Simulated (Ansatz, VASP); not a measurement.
**Two plane-wave programs on MnS**

File INCAR:

```
SYSTEM = MnS
  ALGO = Normal
  EDIFF = 1E-7
  ENCUT = 520
  GGA = PS
  ISIF = 2
  ISMEAR = 1
  ISPIN = 2
  LASPH = .True.
  LCHARG = .False.
  LDAU = .True.
  LDAUJ = 0.9 0
  LDAUL = 2 -1
  LDAUPRINT = 1
  LDAUTYPE = 1
  LDAUU = 2.9 0
  LMAXMIX = 4
  LORBIT = 11
  LREAL = .False.
  LWAVE = .False.
  MAGMOM = 5.2 0
  NBANDS = 20
  NELM = 150
  PREC = Accurate
  SIGMA = 0.1
```

File KPOINTS:

```
k-points
0
Gamma
  7 6 7
  0 0 0
```

Contents of POSCAR:

```
MnS
1.0
    3.0095500000      0.0539100000     -0.0023200000
    0.0539100000      3.0596700000      0.0029700000
   -0.0023200000      0.0029700000      3.0339900000
Mn S
1 1
Direct
    0.4919700000      0.4549900000      0.4945000000
    0.9852023860      0.0276871330      0.0065148021
```

Input for Ansatz:

```yaml
crystal:
  lattice:
    - [3.00955, 0.05391, -0.00232]
    - [0.05391, 3.05967, 0.00297]
    - [-0.00232, 0.00297, 3.03399]
  atoms:
    - { symbol: Mn, position: [0.49197, 0.45499, 0.4945], spin: 5.2 }
    - { symbol: S, position: [0.9852023860049437, 0.027687132994149665, 0.006514802108951857] }
basis:
  ecutwfc: 540.0
  xc_grid: 2
kpoints:
  mp_grid:
    grid: [7, 6, 7]
hamiltonian:
  xc: pbesol
  hubbard:
    - { species: Mn, l: d, u: 2.9, j: 0.9 }
magnetization:
  spin_polarized: true
scf:
  convergence:
    dr2_threshold: 1.0e-09
  mixing:
    algorithm: msr1
    preconditioner: kerker
  occupations:
    method: methfessel_paxton
    width: 0.1
  eigensolver:
    kind: davidson
    full_accuracy: true
output:
  forces: true
  stress: true
```

Alike in both runs: task single point; functional PBEsol; k mesh 7 × 6 × 7; occupations methfessel-paxton of order 1, width 0.1 eV; collinear spin; Hubbard terms Mn d U = 2.9 eV, J = 0.9 eV.

|  | VASP | Ansatz |
| --- | --- | --- |
| version | VASP 6.6.1 | Ansatz 0.2.0 |
| potentials or method | VASP PAW PBE potentials, release 64 (Mn_pv, S), cutoff 520 eV | plane waves, PAW |
| valence electrons in the cell | 19 | 21 |

|  | VASP | Ansatz | Ansatz less VASP |
| --- | --- | --- | --- |
| pressure (GPa) | 11.2 | 10.7 | -0.51 |
| traceless stress, the component that is largest in VASP (GPa) | -0.90 | -0.67 | +0.230 |
| rms of the force components (eV/Å) | 0.254 | 0.227 | -0.0271 |
| net moment per atom (μB) | 2.07 | 2.04 | -0.032 |
| size of the moment on the site where the two differ most (μB) | 3.99 | 3.82 | -0.179 |

VASP's potentials were made for PBE, not for PBEsol. Site moments also hang on the region over which each program counts them. The programs project onto different local orbitals, so the same U acts differently, and such runs can settle in different states. Atom by atom the forces differ by 0.029 eV/Å (rms over components). VASP's potentials hold 19 valence electrons a cell and Ansatz's 21, so a difference there can come from the potentials and not from the codes. Ansatz's warnings: filled band counts differ across k points, stability check not made, stress scf threshold loose.
